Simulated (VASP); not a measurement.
# CaS (Fm-3m) in VASP: a series of runs

Runs on CaS. Level: PBE. Tasks: single point.

Program: VASP 6.6.1. These are calculated values, not measurements. Logs are shortened: lines on timing, memory, paths and dates and some standing lists are left out, and cuts for length are marked.

## (1) The cell of the first run

It takes space group Fm-3m (No. 225, cubic). Conventional cell: a = 5.705 Å, b = 5.705 Å, c = 5.705 Å, α = 90.00°, β = 90.00°, γ = 90.00°. Ca (site symmetry m-3m) has 6 S at 2.85 Å within 3.8 Å. Within 3.8 Å of S (site symmetry m-3m) lie 6 Ca at 2.85 Å.

## (2) Single point, PBE

INCAR

```
SYSTEM = CaS
ALGO     = Normal         ! electronic algorithm
EDIFF    = 1E-6           ! SCF threshold, eV
ENCUT    = 500            ! plane-wave cutoff, eV
GGA      = PE             ! functional
GGA_COMPAT= .FALSE.      
ISIF     = 2              ! what is computed and relaxed
ISMEAR   = 0              ! smearing method
LASPH    = .TRUE.         ! aspherical terms in the spheres
LCHARG   = .FALSE.        ! write CHGCAR
LREAL    = .FALSE.        ! projectors in reciprocal space
LWAVE    = .FALSE.        ! write WAVECAR
NBANDS   = 15             ! bands
NELM     = 120            ! most SCF steps
PREC     = Accurate       ! precision mode
SIGMA    = 0.1            ! smearing width, eV
```

KPOINTS

```
k-points
0
G
  1 1 1
  0 0 0
```

POSCAR

```
CaS
1.0
    0.0000000000      2.8523742917      2.8523742917
    2.8523742917      0.0000000000      2.8523742917
    2.8523742917      2.8523742917      0.0000000000
Ca S
1 1
Direct
    0.0000000000      0.0000000000      0.0000000000
    0.5000000000      0.5000000000      0.5000000000
```

Potentials or basis: VASP PAW PBE potentials, release 64 (Ca_sv, S).

Started as:

```
cat potpaw_PBE.64/Ca_sv/POTCAR potpaw_PBE.64/S/POTCAR > POTCAR
mpirun -np 1 vasp_gam > vasp.out
```

OUTCAR:

```text
SYSTEM = CaS
   EDIFF = 1E-6
   ENCUT = 500
   GGA = PE
   ISIF = 2
   ISMEAR = 0
   LASPH = .TRUE.
   LREAL = .FALSE.
   NELM = 120
   PREC = Accurate

 ion  position               nearest neighbor table
   1  0.000  0.000  0.000-   2 2.85   2 2.85   2 2.85   2 2.85   2 2.85   2 2.85
   2  0.500  0.500  0.500-   1 2.85   1 2.85   1 2.85   1 2.85   1 2.85   1 2.85

  LATTYP: Found a face centered cubic cell.
 ALAT       =     5.7047485834

  Lattice vectors:

 A1 = (   0.0000000000,   2.8523742917,   2.8523742917)
 A2 = (   2.8523742917,   0.0000000000,   2.8523742917)
 A3 = (   2.8523742917,   2.8523742917,   0.0000000000)

Analysis of symmetry for initial positions (statically):
=====================================================================
 Subroutine PRICEL returns:
 Original cell was already a primitive cell.

 Routine SETGRP: Setting up the symmetry group for a
 face centered cubic supercell.

 Subroutine GETGRP returns: Found 48 space group operations
 (whereof 48 operations were pure point group operations)
 out of a pool of 48 trial point group operations.

The static configuration has the point symmetry O_h .

Analysis of symmetry for dynamics (positions and initial velocities):
=====================================================================
 Subroutine PRICEL returns:
 Original cell was already a primitive cell.

 Routine SETGRP: Setting up the symmetry group for a
 face centered cubic supercell.

 Subroutine GETGRP returns: Found 48 space group operations
 (whereof 48 operations were pure point group operations)
 out of a pool of 48 trial point group operations.

The dynamic configuration has the point symmetry O_h .

 Subroutine INISYM returns: Found 48 space group operations
 (whereof 48 operations are pure point group operations),
 and found     1 'primitive' translations

----------------------------------------------------------------------------------------

                                     Primitive cell

  volume of cell :      46.4141

  direct lattice vectors                    reciprocal lattice vectors
     0.000000000  2.852374292  2.852374292    -0.175292563  0.175292563  0.175292563
     2.852374292  0.000000000  2.852374292     0.175292563 -0.175292563  0.175292563
     2.852374292  2.852374292  0.000000000     0.175292563  0.175292563 -0.175292563

  length of vectors
     4.033866408  4.033866408  4.033866408     0.303615625  0.303615625  0.303615625

  position of ions in fractional coordinates (direct lattice)
     0.000000000  0.000000000  0.000000000
[... 57 lines left out ...]
   NSW    =      0    number of steps for IOM
   IBRION =     -1    ionic relax: 0-MD 1-quasi-New 2-CG
   NFREE  =      0    steps in history (QN), initial steepest desc. (CG)
   ISIF   =      2    stress and relaxation
   ISYM   =      2    0-nonsym 1-usesym 2-fastsym
   POTIM  = 0.5000    time-step for ionic-motion
   TEBEG  =    0.0;   TEEND  =   0.0 temperature during run
   PSTRESS=    0.0 pullay stress
   NELECT =      16.0000    total number of electrons
   NUPDOWN=      -1.0000    fix difference up-down
   EMIN   =  10.00;   EMAX   =-10.00  energy-range for DOS
   EFERMI =   0.00;   METHOD = LEGACY
   ISMEAR =     0;   SIGMA  =   0.10  broadening in eV -4-tet -1-fermi 0-gaus
   EFERMI_NEDOS =   21; number of points for ismear=-14 and -15
   IALGO  =     38    algorithm
   IMIX   =      4    mixing-type and parameters
     AMIX     =   0.40;   BMIX     =  1.00
     AMIX_MAG =   1.60;   BMIX_MAG =  1.00
  volume/ion in A,a.u.               =      23.21       156.61
  Fermi-wavevector in a.u.,A,eV,Ry     =   1.147885  2.169188 17.927575  1.317640
  Thomas-Fermi vector in A             =   2.284563
   LORBIT       =      0    0 simple, 1 ext, 2 COOP (PROOUT), +10 PAW based schemes
   GGA     = PE    functional components
   LHFCALC =     F    Hartree Fock is set to
   AEXX    =    0.0000 exact exchange contribution
   IVDW    =     0    specifies the selected vdW correction
   LEPSILON=     F    determine dielectric tensor
   LRPA    =     F    only Hartree local field effects (RPA)
 non-spin polarized calculation
 Gauss-broadening in eV      SIGMA  =   0.10
  energy-cutoff  :      500.00
  volume of cell :       46.41
 maximum number of plane-waves:       622
 NGX is ok and might be reduce to    30
   NGX = 15   NGY = 15   NGZ = 15

 number of electron      16.0000004 magnetization

 Free energy of the ion-electron system (eV)
  ---------------------------------------------------
  ext. energy  EPLUGINS =         0.00000000
  ---------------------------------------------------
  free energy    TOTEN  =        -1.34084743 eV

  energy without entropy =       -1.34084743  energy(sigma->0) =       -1.34084743

 E-fermi :   5.1575     XC(G=0):  -8.7519

 val. band max:        4.6230441754   @ k =   0.0000   0.0000   0.0000
 cond. band min:       6.4492346764   @ k =   0.0000   0.0000   0.0000
 fundamental gap:      1.8261905010
 Fermi energy:         5.1575088403

 k-point     1 :       0.0000    0.0000    0.0000
  band No.  band energies     occupation
      1     -38.0356      2.00000
      2     -18.9281      2.00000
      3     -18.9281      2.00000
      4     -18.9281      2.00000
      5      -6.5654      2.00000
      6       4.6230      2.00000
      7       4.6230      2.00000
      8       4.6230      2.00000
      9       6.4492      0.00000
     10       6.4492      0.00000
     11       6.4492      0.00000
     12       6.9057      0.00000
     13       6.9057      0.00000
     14       7.9233      0.00000
     15      14.2062      0.00000

------------------------ aborting loop because EDIFF is reached ----------------------------------------

  FORCE on cell =-STRESS in cart. coord.  units (eV):
  Direction    XX          YY          ZZ          XY          YZ          ZX
  --------------------------------------------------------------------------------------
  -------------------------------------------------------------------------------------
  Total       10.3710119     10.3710119     10.3710119     -0.0000000      0.0000000      0.0000000
  in kB      357.9993001    357.9993001    357.9993001     -0.0000000      0.0000000      0.0000000
  external PRESSURE =     357.9993001 kB  Pullay stress =       0.0000000 kB

 VOLUME and BASIS-vectors are now :
 -----------------------------------------------------------------------------
  energy-cutoff  :      500.00
  volume of cell :       46.41
      direct lattice vectors                 reciprocal lattice vectors
     0.000000000  2.852374292  2.852374292    -0.175292563  0.175292563  0.175292563
     2.852374292  0.000000000  2.852374292     0.175292563 -0.175292563  0.175292563
     2.852374292  2.852374292  0.000000000     0.175292563  0.175292563 -0.175292563

 POSITION                                       TOTAL-FORCE (eV/Angst)
 -----------------------------------------------------------------------------------
      0.00000      0.00000      0.00000         0.000000      0.000000      0.000000
      2.85237      2.85237      2.85237         0.000000      0.000000     -0.000000
 -----------------------------------------------------------------------------------
    total drift:                               -0.000000      0.000000      0.000000

  FREE ENERGIE OF THE ION-ELECTRON SYSTEM (eV)
  ---------------------------------------------------
  free  energy   TOTEN  =        -1.3408474293 eV

  energy  without entropy=       -1.3408474293  energy(sigma->0) =       -1.34084743
```

OSZICAR:

```text
N       E                     dE             d eps       ncg     rms          rms(c)
DAV:   1     0.181342317417E+03    0.18134E+03   -0.86444E+03    30   0.102E+03
DAV:   2     0.794462390420E+01   -0.17340E+03   -0.13968E+03    44   0.253E+02
DAV:   3    -0.336141807292E+01   -0.11306E+02   -0.11023E+02    30   0.737E+01
DAV:   4    -0.361849580525E+01   -0.25708E+00   -0.25610E+00    52   0.115E+01
DAV:   5    -0.362023607843E+01   -0.17403E-02   -0.17403E-02    30   0.907E-01    0.771E+00
DAV:   6    -0.149817874735E+01    0.21221E+01   -0.30756E+00    30   0.804E+00    0.591E+00
DAV:   7    -0.126831812602E+01    0.22986E+00   -0.15263E+00    37   0.574E+00    0.522E+00
DAV:   8    -0.134301885149E+01   -0.74701E-01   -0.65537E-02    30   0.192E+00    0.128E+00
DAV:   9    -0.134091097212E+01    0.21079E-02   -0.17222E-02    44   0.620E-01    0.957E-01
DAV:  10    -0.134087085607E+01    0.40116E-04   -0.11950E-03    30   0.270E-01    0.729E-02
DAV:  11    -0.134084619201E+01    0.24664E-04   -0.11492E-04    30   0.586E-02    0.135E-02
DAV:  12    -0.134084781251E+01   -0.16205E-05   -0.13134E-05    30   0.175E-02    0.748E-03
DAV:  13    -0.134084742930E+01    0.38322E-06   -0.12615E-06    37   0.652E-03
   1 F= -.13408474E+01 E0= -.13408474E+01  d E =-.664984E-13
```

Run time: 3.5 s. Hardware: 1 thread of Intel Xeon Platinum 8375C at 2.90GHz (Ice Lake), shared host; peak memory 0.16 GiB.

Results:

```yaml
Free_energy: -1.3408 eV
Pressure: 35.8 GPa
```

Caveat: the k points lie up to 1.91 Å⁻¹ apart, too coarse for converged energies, forces and pressures.

[end of part 1 of 2]
